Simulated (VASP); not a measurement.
A run of VASP 6.6.1 is set up as follows.

The input INCAR:

```
SYSTEM = TePb
ALGO = Normal
EDIFF = 1E-8
ENCUT = 500
GGA = PS
GGA_COMPAT = .False.
IBRION = 8
ISIF = 2
ISMEAR = 0
LASPH = .True.
LCHARG = .False.
LREAL = .False.
LWAVE = .False.
NELM = 120
NSW = 1
PREC = Accurate
SIGMA = 0.01
```

KPOINTS

```
k-points
0
Gamma
  12 12 12
  0 0 0
```

POSCAR

```
TePb
1.0
    0.0000000000      3.3000000000      3.3000000000
    3.3000000000      0.0000000000      3.3000000000
    3.3000000000      3.3000000000      0.0000000000
Pb Te
1 1
Direct
    0.0000000000      0.0000000000      0.0000000000
    0.5000000000      0.5000000000      0.5000000000
```

Potentials or basis: VASP PAW PBE potentials, release 64 (Pb_d, Te).

Run with:

```sh
$ cat potpaw_PBE.64/Pb_d/POTCAR potpaw_PBE.64/Te/POTCAR > POTCAR
$ mpirun -np 1 vasp_std > vasp.out
```

Q: What does it give for the highest phonon frequency at Γ, LO-TO splitting left out?

A: 1 cm⁻¹.

Q: Estimate the most unstable mode.

A: 20i cm⁻¹.

Phonon frequencies in cm⁻¹ (negative: imaginary):
| q point | frequencies |
| --- | --- |
| (0.000, 0.000, 0.000) | -20 -20 -20 1 1 1 |

Caveat: the cell stands under pressure or tension, which shifts response properties; some modes are imaginary.
